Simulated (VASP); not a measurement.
Here is a VASP 6.6.1 calculation.

INCAR

```
SYSTEM = Rb
PREC = Accurate
ENCUT = 520
EDIFF = 1E-6
ISMEAR = 0
SIGMA = 0.02
LREAL = .False.
LASPH = .True.
NELM = 80
ALGO = Fast
ISIF = 2
LWAVE = .False.
LCHARG = .True.
GGA = PE
LELF = .True.
LVHAR = .True.
NBANDS = 10
```

File KPOINTS:

```
Automatic mesh
0
Gamma
  7 7 7
  0 0 0
```

The input POSCAR:

```
Rb
1.0
   -2.8025000000      2.8025000000      2.8025000000
    2.8025000000     -2.8025000000      2.8025000000
    2.8025000000      2.8025000000     -2.8025000000
Rb
1
Direct
    0.0000000000      0.0000000000      0.0000000000
```

Potentials or basis: VASP PAW PBE potentials, release 64 (Rb_sv).

The run is started by

```console
$ cat potpaw_PBE.64/Rb_sv/POTCAR > POTCAR
$ mpirun -np 1 vasp_std > vasp.out
```

(1) What does it give for the pressure?

## Answers

(1) 0.1 GPa.
